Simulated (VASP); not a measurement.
# SnO2 (P4_2/mnm) in VASP: further runs

The runs below take SnO2 through single point, with r2SCAN.

Program: VASP 6.6.1. These are calculated values, not measurements. Logs are shortened: lines on timing, memory, paths and dates and some standing lists are left out, and cuts for length are marked.

### 1 The cell of the first run

It takes space group P4_2/mnm (No. 136, tetragonal). Conventional cell: a = 4.761 Å, b = 4.761 Å, c = 3.200 Å, α = 90.00°, β = 90.00°, γ = 90.00°. Within 2.7 Å of Sn (site symmetry mmm) lie 6 O at 2.06 to 2.07 Å. O (site symmetry m2m) has 3 Sn at 2.06 to 2.07 Å and 1 O at 2.61 Å within 2.7 Å.

### 2 Single point, r2SCAN

The input, POSCAR:

```
SnO2
1.0
    4.7605737245      0.0000000000      0.0000000000
    0.0000000000      4.7605737245      0.0000000000
    0.0000000000      0.0000000000      3.2000802711
Sn O
2 4
Direct
    0.0000000000      0.0000000000      0.0000000000
    0.5000000000      0.5000000000      0.5000000000
    0.3058781125      0.3058781125      0.0000000000
    0.1941218875      0.8058781125      0.5000000000
    0.8058781125      0.1941218875      0.5000000000
    0.6941218875      0.6941218875      0.0000000000
```

The input, INCAR.step1:

```
SYSTEM = SnO2
ALGO     = Normal         ! electronic algorithm
EDIFF    = 1E-4           ! SCF threshold, eV
ENCUT    = 520            ! plane-wave cutoff, eV
GGA      = PE             ! functional
ISMEAR   = 0              ! smearing method
LASPH    = .True.         ! aspherical terms in the spheres
LCHARG   = .False.        ! write CHGCAR
LREAL    = .False.        ! projectors in reciprocal space
LWAVE    = .True.         ! write WAVECAR
NBANDS   = 35             ! bands
NELM     = 80             ! most SCF steps
PREC     = Accurate       ! precision mode
SIGMA    = 0.01           ! smearing width, eV
```

The input, INCAR.step2:

```
SYSTEM = SnO2
ALGO     = Normal         ! electronic algorithm
EDIFF    = 1E-7           ! SCF threshold, eV
ENCUT    = 520            ! plane-wave cutoff, eV
ISIF     = 2              ! what is computed and relaxed
ISMEAR   = 0              ! smearing method
ISTART   = 1            
LASPH    = .True.         ! aspherical terms in the spheres
LCHARG   = .False.        ! write CHGCAR
LMIXTAU  = .True.       
LREAL    = .False.        ! projectors in reciprocal space
LWAVE    = .False.        ! write WAVECAR
METAGGA  = R2SCAN         ! meta-GGA
NBANDS   = 35             ! bands
NELM     = 80             ! most SCF steps
PREC     = Accurate       ! precision mode
SIGMA    = 0.01           ! smearing width, eV
```

The input, KPOINTS:

```
k-points
0
Gamma
  6 6 8
  0 0 0
```

Potentials or basis: VASP PAW PBE potentials, release 64 (Sn_d, O).

Launch:

```
$ cat potpaw_PBE.64/Sn_d/POTCAR potpaw_PBE.64/O/POTCAR > POTCAR
$ cp INCAR.step1 INCAR
$ mpirun -np 1 vasp_std > vasp.out
$ cp INCAR.step2 INCAR
$ mpirun -np 1 vasp_std > vasp.out
```

OUTCAR:

```text
SYSTEM = SnO2
   EDIFF = 1E-7
   ENCUT = 520
   ISIF = 2
   ISMEAR = 0
   ISTART = 1
   LASPH = .True.
   LREAL = .False.
   METAGGA = R2SCAN
   NELM = 80
   PREC = Accurate

 ion  position               nearest neighbor table
   1  0.000  0.000  0.000-   3 2.06   6 2.06   5 2.07   4 2.07   4 2.07   5 2.07   2 3.73   2 3.73
                             2 3.73   2 3.73   2 3.73   2 3.73   2 3.73   2 3.73
   2  0.500  0.500  0.500-   4 2.06   5 2.06   3 2.07   6 2.07   3 2.07   6 2.07   1 3.73   1 3.73
                             1 3.73   1 3.73   1 3.73   1 3.73   1 3.73   1 3.73
   3  0.306  0.306  0.000-   1 2.06   2 2.07   2 2.07
   4  0.194  0.806  0.500-   2 2.06   1 2.07   1 2.07
   5  0.806  0.194  0.500-   2 2.06   1 2.07   1 2.07
   6  0.694  0.694  0.000-   1 2.06   2 2.07   2 2.07

  LATTYP: Found a simple tetragonal cell.
 ALAT       =     4.7605737245
 C/A-ratio  =     0.6722047502

  Lattice vectors:

 A1 = (   4.7605737245,   0.0000000000,   0.0000000000)
 A2 = (   0.0000000000,   4.7605737245,   0.0000000000)
 A3 = (   0.0000000000,   0.0000000000,   3.2000802711)

Analysis of symmetry for initial positions (statically):
=====================================================================
 Subroutine PRICEL returns:
 Original cell was already a primitive cell.

 Routine SETGRP: Setting up the symmetry group for a
 simple tetragonal supercell.

 Subroutine GETGRP returns: Found 16 space group operations
 (whereof  8 operations were pure point group operations)
 out of a pool of 16 trial point group operations.

The static configuration has the point symmetry D_2h.
 The point group associated with its full space group is D_4h.

Analysis of symmetry for dynamics (positions and initial velocities):
=====================================================================
 Subroutine PRICEL returns:
 Original cell was already a primitive cell.

 Routine SETGRP: Setting up the symmetry group for a
 simple tetragonal supercell.

 Subroutine GETGRP returns: Found 16 space group operations
 (whereof  8 operations were pure point group operations)
 out of a pool of 16 trial point group operations.

The dynamic configuration has the point symmetry D_2h.
 The point group associated with its full space group is D_4h.

 Subroutine INISYM returns: Found 16 space group operations
 (whereof  8 operations are pure point group operations),
 and found     1 'primitive' translations

----------------------------------------------------------------------------------------

                                     Primitive cell

  volume of cell :      72.5236

  direct lattice vectors                    reciprocal lattice vectors
     4.760573725  0.000000000  0.000000000     0.210058715  0.000000000  0.000000000
     0.000000000  4.760573725  0.000000000     0.000000000  0.210058715  0.000000000
     0.000000000  0.000000000  3.200080271     0.000000000  0.000000000  0.312492161

  length of vectors
     4.760573725  4.760573725  3.200080271     0.210058715  0.210058715  0.312492161

  position of ions in fractional coordinates (direct lattice)
     0.000000000  0.000000000  0.000000000
     0.500000000  0.500000000  0.500000000
     0.305878112  0.305878112  0.000000000
     0.194121888  0.805878112  0.500000000
     0.805878112  0.194121888  0.500000000
     0.694121888  0.694121888  0.000000000

  ion indices of the primitive-cell ions
   primitive index   ion index
                 1           1
                 2           2
                 3           3
                 4           4
                 5           5
                 6           6

----------------------------------------------------------------------------------------

 KPOINTS: k-points

Automatic generation of k-mesh.
 Grid dimensions read from file:
 generate k-points for:    6    6    8

 Generating k-lattice:

  Cartesian coordinates                     Fractional coordinates (reciprocal lattice)
     0.035009786  0.000000000  0.000000000     0.166666667  0.000000000  0.000000000
     0.000000000  0.035009786  0.000000000     0.000000000  0.166666667  0.000000000
     0.000000000  0.000000000  0.039061520     0.000000000  0.000000000  0.125000000

  Length of vectors
     0.035009786  0.035009786  0.039061520

  Shift w.r.t. Gamma in fractional coordinates (k-lattice)
     0.000000000  0.000000000  0.000000000

 Subroutine IBZKPT returns following result:
 ===========================================

 Found     50 irreducible k-points:

 Following reciprocal coordinates:
            Coordinates               Weight
  0.000000  0.000000  0.000000      1.000000
  0.166667  0.000000  0.000000      4.000000
  0.333333  0.000000  0.000000      4.000000
  0.500000  0.000000  0.000000      2.000000
  0.166667  0.166667  0.000000      4.000000
  0.333333  0.166667  0.000000      8.000000
[... 16 lines left out ...]
  0.333333  0.000000  0.250000      8.000000
  0.500000  0.000000  0.250000      4.000000
 [... further k-points ...]
   k-points           NKPTS =     50   k-points in BZ     NKDIM =     50   number of bands    NBANDS=     35
   number of dos      NEDOS =    301   number of ions     NIONS =      6
   total plane-waves  NPLWV =  31104
   dimension x,y,z NGX =    36 NGY =   36 NGZ =   24
   dimension x,y,z NGXF=    72 NGYF=   72 NGZF=   48
   ions per type =               2   4
   NGX,Y,Z   is equivalent  to a cutoff of  12.57, 12.57, 12.47 a.u.
   NGXF,Y,Z  is equivalent  to a cutoff of  25.14, 25.14, 24.94 a.u.
 SYSTEM =  SnO2
   PREC   = accura    normal or accurate (medium, high low for compatibility)
   ISTART =      1    job   : 0-new  1-cont  2-samecut
   ICHARG =      0    charge: 1-file 2-atom 10-const
   ISPIN  =      1    spin polarized calculation?
   LNONCOLLINEAR =      F non collinear calculations
   LSORBIT =      F    spin-orbit coupling
   LASPH  =      T    aspherical Exc in radial PAW
   ENCUT  =  520.0 eV  38.22 Ry    6.18 a.u.   8.85  8.85  5.95*2*pi/ulx,y,z
   NELM   =     80;   NELMIN=  2; NELMDL=  0     # of ELM steps
   EDIFF  = 0.1E-06   stopping-criterion for ELM
   LREAL  =      F    real-space projection
   EDIFFG = 0.1E-05   stopping-criterion for IOM
   NSW    =      0    number of steps for IOM
   IBRION =     -1    ionic relax: 0-MD 1-quasi-New 2-CG
   NFREE  =      0    steps in history (QN), initial steepest desc. (CG)
   ISIF   =      2    stress and relaxation
   ISYM   =      2    0-nonsym 1-usesym 2-fastsym
   POTIM  = 0.5000    time-step for ionic-motion
   TEBEG  =    0.0;   TEEND  =   0.0 temperature during run
   PSTRESS=    0.0 pullay stress
   NELECT =      52.0000    total number of electrons
   NUPDOWN=      -1.0000    fix difference up-down
   EMIN   =  10.00;   EMAX   =-10.00  energy-range for DOS
   EFERMI =   0.00;   METHOD = LEGACY
   ISMEAR =     0;   SIGMA  =   0.01  broadening in eV -4-tet -1-fermi 0-gaus
   EFERMI_NEDOS =   21; number of points for ismear=-14 and -15
   IALGO  =     38    algorithm
   IMIX   =      4    mixing-type and parameters
     AMIX     =   0.40;   BMIX     =  1.00
     AMIX_MAG =   1.60;   BMIX_MAG =  1.00
  volume/ion in A,a.u.               =      12.09        81.57
  Fermi-wavevector in a.u.,A,eV,Ry     =   1.465265  2.768949 29.211722  2.147001
  Thomas-Fermi vector in A             =   2.581142
   LORBIT       =      0    0 simple, 1 ext, 2 COOP (PROOUT), +10 PAW based schemes
   METAGGA = R2SCAN    functional components
   LHFCALC =     F    Hartree Fock is set to
   AEXX    =    0.0000 exact exchange contribution
   IVDW    =     0    specifies the selected vdW correction
   LEPSILON=     F    determine dielectric tensor
   LRPA    =     F    only Hartree local field effects (RPA)
 non-spin polarized calculation
 Gauss-broadening in eV      SIGMA  =   0.01
  energy-cutoff  :      520.00
  volume of cell :       72.52
 maximum number of plane-waves:      1992
 NGX is ok and might be reduce to    36
   NGX = 17   NGY = 17   NGZ = 11

 number of electron      52.0000003 magnetization

 Free energy of the ion-electron system (eV)
  ---------------------------------------------------
  ext. energy  EPLUGINS =         0.00000000
  ---------------------------------------------------
  free energy    TOTEN  =       -84.62955685 eV

  energy without entropy =      -84.62955685  energy(sigma->0) =      -84.62955685

 E-fermi :   5.6126     XC(G=0): -11.9691

 val. band max:        5.5568609063   @ k =   0.0000   0.0000   0.0000
 cond. band min:       7.3508316335   @ k =   0.0000   0.0000   0.0000
 fundamental gap:      1.7939707273
 Fermi energy:         5.6126443686

 k-point     1 :       0.0000    0.0000    0.0000
  band No.  band energies     occupation
      1     -16.1807      2.00000
      2     -15.2677      2.00000
      3     -14.9673      2.00000
      4     -14.9673      2.00000
      5     -14.9450      2.00000
      6     -14.9060      2.00000
[... 27 lines left out ...]
     34      18.6522      0.00000
     35      18.9937      0.00000

 k-point     2 :       0.1667    0.0000    0.0000
  band No.  band energies     occupation
      1     -16.1335      2.00000
      2     -15.3270      2.00000
      3     -14.9657      2.00000
      4     -14.9656      2.00000
      5     -14.9469      2.00000
      6     -14.9458      2.00000
[... 27 lines left out ...]
     34      18.6154      0.00000
     35      18.9444      0.00000

 k-point     3 :       0.3333    0.0000    0.0000
  band No.  band energies     occupation
      1     -15.9956      2.00000
      2     -15.5265      2.00000
      3     -14.9719      2.00000
      4     -14.9624      2.00000
      5     -14.9623      2.00000
      6     -14.9532      2.00000
[... 27 lines left out ...]
     34      18.6090      0.00000
     35      18.8817      0.00000

 k-point     4 :       0.5000    0.0000    0.0000
  band No.  band energies     occupation
      1     -15.7805      2.00000
      2     -15.7805      2.00000
      3     -14.9639      2.00000
      4     -14.9639      2.00000
      5     -14.9606      2.00000
      6     -14.9606      2.00000
[... 27 lines left out ...]
     34      18.7650      0.00000
     35      19.1331      0.00000

 k-point     5 :       0.1667    0.1667    0.0000
  band No.  band energies     occupation
      1     -16.0979      2.00000
      2     -15.3996      2.00000
      3     -14.9689      2.00000
      4     -14.9678      2.00000
      5     -14.9621      2.00000
      6     -14.9366      2.00000
[... 638 lines left out ...]
 k-point    22 :       0.1667    0.0000    0.2500
  band No.  band energies     occupation
      1     -15.9007      2.00000
      2     -15.5905      2.00000
      3     -15.4625      2.00000
      4     -15.0141      2.00000
      5     -14.8732      2.00000
      6     -14.8435      2.00000
[... 27 lines left out ...]
     34      18.4717      0.00000
     35      18.7634      0.00000

 k-point    23 :       0.3333    0.0000    0.2500
  band No.  band energies     occupation
      1     -15.8844      2.00000
      2     -15.7235      2.00000
      3     -15.3394      2.00000
      4     -15.0581      2.00000
      5     -14.8458      2.00000
      6     -14.8407      2.00000
[... 27 lines left out ...]
     34      18.6100      0.00000
     35      18.8431      0.00000

 k-point    24 :       0.5000    0.0000    0.2500
  band No.  band energies     occupation
      1     -15.8275      2.00000
      2     -15.8275      2.00000
      3     -15.1872      2.00000
      4     -15.1872      2.00000
      5     -14.8384      2.00000
      6     -14.8384      2.00000
[... 27 lines left out ...]
     34      18.8048      0.00000
     35      19.0984      0.00000

 [... further k-points ...]

------------------------ aborting loop because EDIFF is reached ----------------------------------------

  FORCE on cell =-STRESS in cart. coord.  units (eV):
  Direction    XX          YY          ZZ          XY          YZ          ZX
  --------------------------------------------------------------------------------------
  -------------------------------------------------------------------------------------
  Total        0.4073031      0.4073031      0.6693425     -0.0000000      0.0000000      0.0000000
  in kB        8.9980592      8.9980592     14.7869804     -0.0000000      0.0000000      0.0000000
  external PRESSURE =      10.9276996 kB  Pullay stress =       0.0000000 kB

 VOLUME and BASIS-vectors are now :
 -----------------------------------------------------------------------------
  energy-cutoff  :      520.00
  volume of cell :       72.52
      direct lattice vectors                 reciprocal lattice vectors
     4.760573725  0.000000000  0.000000000     0.210058715  0.000000000  0.000000000
     0.000000000  4.760573725  0.000000000     0.000000000  0.210058715  0.000000000
     0.000000000  0.000000000  3.200080271     0.000000000  0.000000000  0.312492161

 POSITION                                       TOTAL-FORCE (eV/Angst)
 -----------------------------------------------------------------------------------
      0.00000      0.00000      0.00000         0.000000      0.000000     -0.000000
      2.38029      2.38029      1.60004         0.000000      0.000000     -0.000000
      1.45616      1.45616      0.00000        -0.016806     -0.016806     -0.000000
      0.92413      3.83644      1.60004         0.016806     -0.016806     -0.000000
      3.83644      0.92413      1.60004        -0.016806      0.016806      0.000000
      3.30442      3.30442      0.00000         0.016806      0.016806      0.000000
 -----------------------------------------------------------------------------------
    total drift:                                0.000000      0.000000      0.000000

  FREE ENERGIE OF THE ION-ELECTRON SYSTEM (eV)
  ---------------------------------------------------
  free  energy   TOTEN  =       -84.6295568502 eV

  energy  without entropy=      -84.6295568502  energy(sigma->0) =      -84.62955685
```

Wall time 6.5 min (1 thread of Intel Xeon 8259CL, shared host); peak memory 0.24 GiB.

What came out:

```yaml
Free_energy: -84.6296 eV
Pressure: 1.1 GPa
Largest_force: 0.024 eV/Å
Band_gap_on_the_k_mesh: 1.79 eV
```

Forces on the atoms (eV/Å):
```
Sn   0.000  0.000  0.000
Sn   0.000  0.000  0.000
O   -0.017 -0.017  0.000
O    0.017 -0.017  0.000
O   -0.017  0.017  0.000
O    0.017  0.017  0.000
```

Levels at points of the mesh, in eV from the valence-band top:
```
           k point  band 24  band 25  band 26  band 27  band 28  band 29
(0.00, 0.00, 0.00)    -0.78    -0.78     0.00     1.79     6.82     7.05
(0.50, 0.00, 0.00)    -1.17    -0.62    -0.62     5.00     5.00     7.81
(0.50, 0.50, 0.00)    -1.30    -0.92    -0.92     5.45     5.45     8.22
(0.00, 0.00, 0.50)    -1.67    -1.27    -1.27     6.87     6.87    10.53
(0.50, 0.00, 0.50)    -1.11    -0.69    -0.69     7.15     7.15     8.85
(0.50, 0.50, 0.50)    -0.96    -0.85    -0.85     5.52     5.52     9.65
```

Caveat: the PAW data sets were made with another functional, which shifts forces and pressure a little; spin-orbit coupling is left out, which moves the levels of the heavy elements.

### 3 Single point, r2SCAN (epitaxial xy strain +1.0%)

The input, POSCAR:

```
SnO2
1.0
    4.8081794617      0.0000000000      0.0000000000
    0.0000000000      4.8081794617      0.0000000000
    0.0000000000      0.0000000000      3.1791028580
Sn O
2 4
Direct
    0.0000000000      0.0000000000      0.0000000000
    0.5000000000      0.5000000000      0.5000000000
    0.3059414550      0.3059414550      0.0000000000
    0.1940585450      0.8059414550      0.5000000000
    0.8059414550      0.1940585450      0.5000000000
    0.6940585450      0.6940585450      0.0000000000
```

The input, INCAR.step1:

```
PREC = Accurate
ENCUT = 520
ISMEAR = 0
SIGMA = 0.01
LREAL = F
LASPH = T
NELM = 80
NBANDS = 35
GGA = PE
ALGO = Normal
EDIFF = 1E-4
LWAVE = T
LCHARG = F
```

The input, INCAR.step2:

```
PREC = Accurate
ENCUT = 520
EDIFF = 1E-6
ISMEAR = 0
SIGMA = 0.01
LREAL = F
LASPH = T
NELM = 80
ALGO = Normal
ISIF = 2
LWAVE = F
LCHARG = T
METAGGA = R2SCAN
LMIXTAU = T
LELF = T
LVHAR = T
NBANDS = 35
ISTART = 1
```

The input, KPOINTS:

```
Automatic mesh
0
Gamma
  6 6 8
```

Potentials or basis: VASP PAW PBE potentials, release 64 (Sn_d, O).

Launch:

```
$ cat potpaw_PBE.64/Sn_d/POTCAR potpaw_PBE.64/O/POTCAR > POTCAR
$ cp INCAR.step1 INCAR
$ mpirun -np 1 vasp_std > vasp.out
$ cp INCAR.step2 INCAR
$ mpirun -np 1 vasp_std > vasp.out
```

Run time: 6.8 min. Hardware: 1 thread of Intel Xeon 8259CL, shared host; peak memory 0.24 GiB.

The run converged. Its results:

* Free energy: -84.6204 eV
* Pressure: -1.1 GPa
* Largest force: 0.033 eV/Å
* Band gap on the k mesh: 1.69 eV

Forces on the atoms (eV/Å):
```
Sn   0.000  0.000  0.000
Sn   0.000  0.000  0.000
O   -0.023 -0.023  0.000
O    0.023 -0.023  0.000
O   -0.023  0.023  0.000
O    0.023  0.023  0.000
```

Stress tensor (GPa, compression positive):
```
-2.30  0.00  0.00
 0.00 -2.30  0.00
 0.00  0.00  1.44
```

Levels at points of the mesh, in eV from the valence-band top:
```tsv
k point	band 22	band 23	band 24	band 25	band 26	band 27	band 28	band 29	band 30	band 31
(0.00, 0.00, 0.00)	-1.18	-1.18	-0.79	-0.79	0.00	1.69	6.84	7.09	7.09	10.98
(0.50, 0.00, 0.00)	-1.97	-1.14	-1.14	-0.63	-0.63	4.87	4.87	7.85	7.85	11.63
(0.50, 0.50, 0.00)	-1.92	-1.25	-1.25	-0.94	-0.94	5.35	5.35	8.20	8.20	11.68
(0.00, 0.00, 0.50)	-2.59	-1.63	-1.63	-1.25	-1.25	6.73	6.73	10.38	10.38	11.65
(0.50, 0.00, 0.50)	-1.71	-1.10	-1.10	-0.73	-0.73	6.98	6.98	8.64	8.64	11.97
(0.50, 0.50, 0.50)	-2.43	-0.96	-0.96	-0.86	-0.86	5.37	5.37	9.56	9.56	11.90
```

Caveat: the cell differs from its parent crystal (epitaxial xy strain +1.0%); the PAW data sets were made with another functional, which shifts forces and pressure a little; spin-orbit coupling is left out, which moves the levels of the heavy elements.
